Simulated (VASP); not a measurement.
# LiMg12 (a cell with a defect) in VASP: further runs

LiMg12 (a cell with a defect) is run at these levels: PBEsol; tasks: single point.

All numbers are computed with VASP 6.6.1; they aren't measurements. Logs are shortened: lines on timing, memory, paths and dates and some standing lists are left out, and cuts for length are marked.

### Step 1. The cell of the first run

The cell holds a defect, 13 atoms: a = 6.420 Å, b = 9.630 Å, c = 5.213 Å, α = 90.00°, β = 90.00°, γ = 120.00°.

### Step 2. Single point, PBEsol

INCAR

```
SYSTEM = LiMg12
ALGO = Normal
EDIFF = 1E-7
ENCUT = 520
GGA = PS
ISIF = 2
ISMEAR = -1
LASPH = .TRUE.
LCHARG = .FALSE.
LREAL = .FALSE.
LWAVE = .FALSE.
NBANDS = 26
NELM = 60
PREC = Accurate
SIGMA = 0.1
```

KPOINTS

```
k-points
0
G
  3 2 3
  0 0 0
```

POSCAR

```
LiMg12
1.0
    6.4200000000      0.0000000000      0.0000000000
   -4.8150000000      8.3398250000      0.0000000000
    0.0000000000      0.0000000000      5.2130400000
Mg Li
12 1
Direct
    0.0791565491      0.0474206645     -0.0003574374
    0.1725391501      0.2525695840      0.5023479697
   -0.0445550396      0.3119834370     -0.0020032801
    0.1758820563      0.5801912390      0.4056934267
   -0.0080415735      0.6771918269     -0.0401403162
    0.1545545316      0.8994442698      0.5028539631
    0.4983824982     -0.0129479217      0.0636203550
    0.6443239281      0.2277779924      0.5147016670
    0.5177748179      0.3538317763      0.0115445529
    0.6790013780      0.5560464955      0.4870341236
    0.3989391441      0.6060036922     -0.1189403806
    0.6842576486      0.9245377837      0.6048976889
    0.7122670110      0.7920494604      0.1856035672
```

Potentials or basis: VASP PAW PBE potentials, release 64 (Mg, Li_sv).

Command:

```
> cat potpaw_PBE.64/Mg/POTCAR potpaw_PBE.64/Li_sv/POTCAR > POTCAR
> mpirun -np 1 vasp_std > vasp.out
```

OUTCAR:

```text
SYSTEM = LiMg12
   EDIFF = 1E-7
   ENCUT = 520
   GGA = PS
   ISIF = 2
   ISMEAR = -1
   LASPH = .TRUE.
   LREAL = .FALSE.
   NELM = 60
   PREC = Accurate

 ion  position               nearest neighbor table
   1  0.079  0.047  1.000-  13 2.60   9 2.89  12 3.01   3 3.02   7 3.04   6 3.11   2 3.13   6 3.14
                             2 3.15   5 3.33   7 3.49
   2  0.173  0.253  0.502-  10 3.10   3 3.12   1 3.13   1 3.15   8 3.16   3 3.16   4 3.18  12 3.19
                             9 3.20   9 3.28   8 3.28   6 3.34  11 3.56
   3  0.955  0.312  0.998-  11 2.90   1 3.02   9 3.03   7 3.06   8 3.06   4 3.09   2 3.12   2 3.16
                             8 3.21   5 3.41   9 3.43
   4  0.176  0.580  0.406-  11 2.81   5 2.96  11 3.04   3 3.09  10 3.11   2 3.18   6 3.19  10 3.38
                             5 3.42  12 3.45   8 3.45
   5  0.992  0.677  0.960-  13 2.80   4 2.96   6 3.02  10 3.02  11 3.04   9 3.09   7 3.17  10 3.26
                             1 3.33   6 3.38   3 3.41   4 3.42  11 3.54
   6  0.155  0.899  0.503-  13 2.99   7 2.99   5 3.02   1 3.11   1 3.14   8 3.15   4 3.19  10 3.19
                            12 3.19  12 3.33   2 3.34   5 3.38   7 3.50
   7  0.498  0.987  0.064-  12 2.87  13 2.90   6 2.99   1 3.04   3 3.06   8 3.10   5 3.17  12 3.24
                             9 3.48   1 3.49   6 3.50   8 3.50  11 3.53
   8  0.644  0.228  0.515-  10 3.06   3 3.06  12 3.09   7 3.10   9 3.14   6 3.15   2 3.16   9 3.16
                             3 3.21   2 3.28   4 3.45   7 3.50
   9  0.518  0.354  0.012-   1 2.89  11 2.97  10 3.00   3 3.03   5 3.09   8 3.14   8 3.16   2 3.20
                            10 3.21   2 3.28   3 3.43   7 3.48
  10  0.679  0.556  0.487-  13 2.68  11 2.92   9 3.00   5 3.02   8 3.06   2 3.10   4 3.11   6 3.19
                             9 3.21   5 3.26   4 3.38  12 3.58
  11  0.399  0.606  0.881-  13 2.48   4 2.81   3 2.90  10 2.92   9 2.97  12 3.04   4 3.04   5 3.04
                             7 3.53   5 3.54   2 3.56
  12  0.684  0.925  0.605-  13 2.58   7 2.87   1 3.01  11 3.04   8 3.09   6 3.19   2 3.19   7 3.24
                             6 3.33   4 3.45  10 3.58
  13  0.712  0.792  0.186-  11 2.48  12 2.58   1 2.60  10 2.68   5 2.80   7 2.90   6 2.99

  LATTYP: Found a simple monoclinic cell.
 ALAT       =     6.4200000000
 B/A-ratio  =     0.8120000000
 C/A-ratio  =     1.3228757108
 COS(beta)  =    -0.1889822286

  Lattice vectors:

 A1 = (   6.4200000000,   0.0000000000,   0.0000000000)
 A2 = (   0.0000000000,   0.0000000000,   5.2130400000)
 A3 = (  -1.6050000000,  -8.3398250000,   0.0000000000)

Analysis of symmetry for initial positions (statically):
=====================================================================
 Subroutine PRICEL returns:
 Original cell was already a primitive cell.

 Routine SETGRP: Setting up the symmetry group for a
 simple monoclinic supercell.

 Subroutine GETGRP returns: Found  1 space group operations
 (whereof  1 operations were pure point group operations)
 out of a pool of  4 trial point group operations.

The static configuration has the point symmetry C_1 .

Analysis of symmetry for dynamics (positions and initial velocities):
=====================================================================
 Subroutine PRICEL returns:
 Original cell was already a primitive cell.

 Routine SETGRP: Setting up the symmetry group for a
 simple monoclinic supercell.

 Subroutine GETGRP returns: Found  1 space group operations
 (whereof  1 operations were pure point group operations)
 out of a pool of  4 trial point group operations.

The dynamic configuration has the point symmetry C_1 .

 Subroutine INISYM returns: Found  1 space group operations
 (whereof  1 operations are pure point group operations),
 and found     1 'primitive' translations

----------------------------------------------------------------------------------------

                                     Primitive cell

  volume of cell :     279.1149

  direct lattice vectors                    reciprocal lattice vectors
     6.420000000  0.000000000  0.000000000     0.155763240  0.089929945  0.000000000
    -4.815000000  8.339825000  0.000000000     0.000000000  0.119906593  0.000000000
     0.000000000  0.000000000  5.213040000     0.000000000  0.000000000  0.191826650

  length of vectors
     6.420000000  9.630000313  5.213040000     0.179859895  0.119906593  0.191826650

  position of ions in fractional coordinates (direct lattice)
     0.079156549  0.047420665  0.999642563
     0.172539150  0.252569584  0.502347970
     0.955444960  0.311983437  0.997996720
     0.175882056  0.580191239  0.405693427
     0.991958426  0.677191827  0.959859684
     0.154554532  0.899444270  0.502853963
     0.498382498  0.987052078  0.063620355
     0.644323928  0.227777992  0.514701667
     0.517774818  0.353831776  0.011544553
     0.679001378  0.556046495  0.487034124
     0.398939144  0.606003692  0.881059619
[... 36 lines left out ...]

  Shift w.r.t. Gamma in fractional coordinates (k-lattice)
     0.000000000  0.000000000  0.000000000

 -----------------------------------------------------------------------------
|                                                                             |
|           W    W    AA    RRRRR   N    N  II  N    N   GGGG   !!!           |
|           W    W   A  A   R    R  NN   N  II  NN   N  G    G  !!!           |
|           W    W  A    A  R    R  N N  N  II  N N  N  G       !!!           |
|           W WW W  AAAAAA  RRRRR   N  N N  II  N  N N  G  GGG   !            |
|           WW  WW  A    A  R   R   N   NN  II  N   NN  G    G                |
|           W    W  A    A  R    R  N    N  II  N    N   GGGG   !!!           |
|                                                                             |
|     Your reciprocal lattice and k-lattice belong to different lattice       |
|     classes:                                                                |
|                                                                             |
|        The reciprocal lattice is simple monoclinic,                         |
|        whereas your k-lattice is hexagonal.                                 |
|                                                                             |
|     Results are often still useful ...                                      |
|                                                                             |
 -----------------------------------------------------------------------------

 Subroutine IBZKPT returns following result:
 ===========================================

 Found     10 irreducible k-points:

 Following reciprocal coordinates:
            Coordinates               Weight
  0.000000  0.000000  0.000000      1.000000
  0.333333  0.000000  0.000000      2.000000
  0.000000  0.500000  0.000000      1.000000
  0.333333  0.500000  0.000000      2.000000
  0.000000  0.000000  0.333333      2.000000
  0.333333  0.000000  0.333333      2.000000
 -0.333333  0.000000  0.333333      2.000000
  0.000000  0.500000  0.333333      2.000000
  0.333333  0.500000  0.333333      2.000000
 -0.333333  0.500000  0.333333      2.000000
   k-points           NKPTS =     10   k-points in BZ     NKDIM =     10   number of bands    NBANDS=     26
   number of dos      NEDOS =    301   number of ions     NIONS =     13
   total plane-waves  NPLWV = 138240
   dimension x,y,z NGX =    48 NGY =   72 NGZ =   40
   dimension x,y,z NGXF=    96 NGYF=  144 NGZF=   80
   ions per type =              12   1
   NGX,Y,Z   is equivalent  to a cutoff of  12.43, 12.43, 12.76 a.u.
   NGXF,Y,Z  is equivalent  to a cutoff of  24.86, 24.86, 25.51 a.u.
 SYSTEM =  LiMg12
   PREC   = accura    normal or accurate (medium, high low for compatibility)
   ISTART =      0    job   : 0-new  1-cont  2-samecut
   ICHARG =      2    charge: 1-file 2-atom 10-const
   ISPIN  =      1    spin polarized calculation?
   LNONCOLLINEAR =      F non collinear calculations
   LSORBIT =      F    spin-orbit coupling
   LASPH  =      T    aspherical Exc in radial PAW
   ENCUT  =  520.0 eV  38.22 Ry    6.18 a.u.  11.94 17.91  9.69*2*pi/ulx,y,z
   NELM   =     60;   NELMIN=  2; NELMDL= -5     # of ELM steps
   EDIFF  = 0.1E-06   stopping-criterion for ELM
   LREAL  =      F    real-space projection
   EDIFFG = 0.1E-05   stopping-criterion for IOM
   NSW    =      0    number of steps for IOM
   IBRION =     -1    ionic relax: 0-MD 1-quasi-New 2-CG
   NFREE  =      0    steps in history (QN), initial steepest desc. (CG)
   ISIF   =      2    stress and relaxation
   ISYM   =      2    0-nonsym 1-usesym 2-fastsym
   POTIM  = 0.5000    time-step for ionic-motion
   TEBEG  =    0.0;   TEEND  =   0.0 temperature during run
   PSTRESS=    0.0 pullay stress
   NELECT =      27.0000    total number of electrons
   NUPDOWN=      -1.0000    fix difference up-down
   EMIN   =  10.00;   EMAX   =-10.00  energy-range for DOS
   EFERMI =   0.00;   METHOD = LEGACY
   ISMEAR =    -1;   SIGMA  =   0.10  broadening in eV -4-tet -1-fermi 0-gaus
   EFERMI_NEDOS =   21; number of points for ismear=-14 and -15
   IALGO  =     38    algorithm
   IMIX   =      4    mixing-type and parameters
     AMIX     =   0.40;   BMIX     =  1.00
     AMIX_MAG =   1.60;   BMIX_MAG =  1.00
  volume/ion in A,a.u.               =      21.47       144.89
  Fermi-wavevector in a.u.,A,eV,Ry     =   0.751511  1.420149  7.684136  0.564768
  Thomas-Fermi vector in A             =   1.848508
   LORBIT       =      0    0 simple, 1 ext, 2 COOP (PROOUT), +10 PAW based schemes
   GGA     = PS    functional components
   LHFCALC =     F    Hartree Fock is set to
   AEXX    =    0.0000 exact exchange contribution
   IVDW    =     0    specifies the selected vdW correction
   LEPSILON=     F    determine dielectric tensor
   LRPA    =     F    only Hartree local field effects (RPA)
 non-spin polarized calculation
  energy-cutoff  :      520.00
  volume of cell :      279.11
 maximum number of plane-waves:      7549
   NGX = 23   NGY = 35   NGZ = 19

 number of electron      26.9999997 magnetization

 Free energy of the ion-electron system (eV)
  ---------------------------------------------------
  ext. energy  EPLUGINS =         0.00000000
  ---------------------------------------------------
  free energy    TOTEN  =       -21.08593602 eV

  energy without entropy =      -20.82532928  energy(sigma->0) =      -20.95563265

 E-fermi :   2.6892     XC(G=0):  -8.6175

 val. band max:        2.6830029609   @ k =   0.0000   0.5000   0.0000
 cond. band min:       2.6965115135   @ k =   0.3333   0.0000   0.0000
 fundamental gap:      0.0135085526
 Fermi energy:         2.6892384488

 k-point     1 :       0.0000    0.0000    0.0000
  band No.  band energies     occupation
      1     -43.0703      2.00000
      2      -4.2313      2.00000
      3      -2.2179      2.00000
      4      -2.0046      2.00000
      5      -0.6537      2.00000
      6      -0.4726      2.00000
[... 269 lines left out ...]
     24       6.3590      0.00000
     25       6.5350      0.00000
 [bands above 25 left out]

------------------------ aborting loop because EDIFF is reached ----------------------------------------

  FORCE on cell =-STRESS in cart. coord.  units (eV):
  Direction    XX          YY          ZZ          XY          YZ          ZX
  --------------------------------------------------------------------------------------
  -------------------------------------------------------------------------------------
  Total        1.9739556      3.2039006      5.5842053      0.7533835      1.0696010      0.0107491
  in kB       11.3309137     18.3910528     32.0544950      4.3245771      6.1397315      0.0617021
  external PRESSURE =      20.5921539 kB  Pullay stress =       0.0000000 kB

 VOLUME and BASIS-vectors are now :
 -----------------------------------------------------------------------------
  energy-cutoff  :      520.00
  volume of cell :      279.11
      direct lattice vectors                 reciprocal lattice vectors
     6.420000000  0.000000000  0.000000000     0.155763240  0.089929945  0.000000000
    -4.815000000  8.339825000  0.000000000     0.000000000  0.119906593  0.000000000
     0.000000000  0.000000000  5.213040000     0.000000000  0.000000000  0.191826650

 POSITION                                       TOTAL-FORCE (eV/Angst)
 -----------------------------------------------------------------------------------
      0.27985      0.39548      5.21118         0.002181      0.003725      0.010433
     -0.10842      2.10639      2.61876         0.000803      0.001708      0.000447
      4.63176      2.60189      5.20260         0.006824      0.003990     -0.002834
     -1.66446      4.83869      2.11490        -0.003567      0.001517     -0.008529
      3.10769      5.64766      5.00379        -0.000132      0.000548      0.002535
     -3.33858      7.50121      2.62140         0.009152      0.003472      0.008140
     -1.55304      8.23184      0.33166         0.003635     -0.006109     -0.004213
      3.03981      1.89963      2.68316         0.002330     -0.002507     -0.003076
      1.62041      2.95090      0.06018        -0.002088     -0.008919     -0.000271
      1.68182      4.63733      2.53893         0.006987     -0.002088     -0.004643
     -0.35672      5.05396      4.59300        -0.019767     -0.011202     -0.003928
     -0.05872      7.71048      3.15336        -0.011428      0.016469      0.000792
      0.75904      6.60555      0.96756         0.005070     -0.000605      0.005148
 -----------------------------------------------------------------------------------
    total drift:                               -0.000598     -0.000009     -0.000314

  FREE ENERGIE OF THE ION-ELECTRON SYSTEM (eV)
  ---------------------------------------------------
  free  energy   TOTEN  =       -21.0859360168 eV

  energy  without entropy=      -20.8253292774  energy(sigma->0) =      -20.95563265
```

Run time: 100 s. Hardware: 1 thread of Intel Xeon Platinum 8375C at 2.90GHz (Ice Lake), shared host; peak memory 0.36 GiB.

Results:

- Free energy: -21.0859 eV
- Largest force: 0.023 eV/Å
- Band gap on the k mesh: zero (an odd number of electrons rules out a gap without spin polarisation)

Forces on the atoms (eV/Å):
```
Mg   0.002  0.004  0.010
Mg   0.001  0.002  0.000
Mg   0.007  0.004 -0.003
Mg  -0.004  0.002 -0.009
Mg   0.000  0.001  0.003
Mg   0.009  0.003  0.008
Mg   0.004 -0.006 -0.004
Mg   0.002 -0.003 -0.003
Mg  -0.002 -0.009  0.000
Mg   0.007 -0.002 -0.005
Mg  -0.020 -0.011 -0.004
Mg  -0.011  0.016  0.001
Li   0.005 -0.001  0.005
```

Levels at points of the mesh, in eV from the Fermi level:
```tsv
k point	band 10	band 11	band 12	band 13	band 14	band 15	band 16	band 17
(0.00, 0.00, 0.00)	-1.47	-0.38	-0.17	0.15	0.22	0.42	0.61	1.30
(0.00, 0.50, 0.00)	-1.34	-1.13	-1.00	-0.79	-0.42	-0.01	1.55	1.78
```

Caveat: the k points lie up to 0.40 Å⁻¹ apart, too coarse for converged energies and pressures of a metal; the cutoff is under 1.25 times the usual one of these potentials, so pressure, stress and relaxed cells hold a basis-set (Pulay) error; the PAW data sets were made with another functional, which shifts forces and pressure a little.

### Step 3. Single point, PBEsol

INCAR

```
PREC = Accurate ; ENCUT = 520
EDIFF = 1E-6 ; ISMEAR = -1
SIGMA = 0.1 ; LREAL = False
LASPH = True ; NELM = 100
ALGO = Normal ; ISIF = 2
LWAVE = False ; LCHARG = False
GGA = PS ; NBANDS = 26
```

KPOINTS

```
regular mesh
0
Gamma
  3 2 3
```

POSCAR

```
LiMg12
1.0
    6.4200000000      0.0000000000      0.0000000000
   -4.8150000000      8.3398250000      0.0000000000
    0.0000000000      0.0000000000      5.2130400000
Mg Li
12 1
Direct
    0.0416737311      0.0483583289      0.0359674969
    0.1513501436      0.2414678965      0.4615924681
    0.0345232845      0.3641203502     -0.1224045854
    0.2095059588      0.5822903958      0.4432154750
    0.0070543084      0.6532271361     -0.0443311388
    0.0986068544      0.9085682254      0.5828460936
    0.4326612042     -0.0387777921      0.0077306140
    0.5905083954      0.2176664378      0.4803914798
    0.5336174396      0.3154982269      0.0251676565
    0.6625758523      0.4994469308      0.5732163958
    0.5176037556      0.6436585900     -0.0600225588
    0.6607797500      0.9992535815      0.5047342817
    0.7533535827      0.7544402910      0.3367325016
```

Potentials or basis: VASP PAW PBE potentials, release 64 (Mg, Li_sv).

Command:

```
> cat potpaw_PBE.64/Mg/POTCAR potpaw_PBE.64/Li_sv/POTCAR > POTCAR
> mpirun -np 1 vasp_std > vasp.out
```

Run time: 95 s. Hardware: 1 thread of Intel Xeon Platinum 8375C at 2.90GHz (Ice Lake), shared host; peak memory 0.38 GiB.

Results (log left out):

```
Free energy            : -18.6386 eV
Largest force          : 2.838 eV/Å
Band gap on the k mesh : zero (an odd number of electrons rules out a gap without spin polarisation)
```

Forces on the atoms (eV/Å):
```
Mg  -0.595 -0.589 -0.175
Mg   0.222  0.413 -0.056
Mg  -0.359 -0.612  0.856
Mg  -0.091  0.367 -0.305
Mg  -0.108  0.096  0.615
Mg   0.915  0.297 -0.170
Mg   0.373  0.280  0.354
Mg  -0.278  0.407  0.366
Mg  -0.465  0.457 -0.394
Mg  -0.184  0.607 -0.808
Mg  -0.606  0.475 -0.362
Mg   1.705 -2.246  0.328
Li  -0.528  0.046 -0.250
```

Levels at points of the mesh, in eV from the Fermi level:
| k point | band 11 | band 12 | band 13 | band 14 | band 15 | band 16 |
| --- | --- | --- | --- | --- | --- | --- |
| (0.00, 0.00, 0.00) | -0.52 | -0.08 | 0.05 | 0.22 | 0.43 | 0.82 |
| (0.00, 0.50, 0.00) | -1.11 | -1.00 | -0.72 | -0.32 | -0.05 | 1.44 |

Caveat: the k points lie up to 0.40 Å⁻¹ apart, too coarse for converged energies and pressures of a metal; the cutoff is under 1.25 times the usual one of these potentials, so pressure, stress and relaxed cells hold a basis-set (Pulay) error; the PAW data sets were made with another functional, which shifts forces and pressure a little.

The gap in the log of VASP goes by the Fermi energy; the results here count the filled bands.